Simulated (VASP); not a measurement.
A run of VASP 6.6.1:

The input INCAR:

```
SYSTEM = Rh
ALGO = Fast
EDIFF = 1E-7
ENCUT = 520
GGA = PE
ISIF = 2
ISMEAR = 0
LASPH = .True.
LCHARG = .False.
LREAL = .False.
LWAVE = .False.
NBANDS = 22
NELM = 80
PREC = Accurate
SIGMA = 0.15
```

The input KPOINTS:

```
k-points
0
Gamma
  24 24 14
  0 0 0
```

The input POSCAR:

```
Rh
1.0
    2.6021736128      0.0000000000      0.0000000000
   -1.3010868064      2.2535484538      0.0000000000
    0.0000000000      0.0000000000      4.3848426969
Rh
2
Direct
    0.6666666667      0.3333333333      0.7500000000
    0.3333333333      0.6666666667      0.2500000000
```

Potentials or basis: VASP PAW PBE potentials, release 64 (Rh_pv).

Run with:

```sh
$ cat potpaw_PBE.64/Rh_pv/POTCAR > POTCAR
$ mpirun -np 1 vasp_std > vasp.out
```

Hardware: 1 thread of AMD EPYC 7R43 64-Core Processor (Zen 3), on a shared host.

Q: Estimate the wall time of this run.

A: It took 8 min on 1 thread of AMD EPYC 7R43 64-Core Processor (Zen 3), with other jobs on the host, peak memory 0.27 GiB. Counts: scf iterations 16, k points 488.
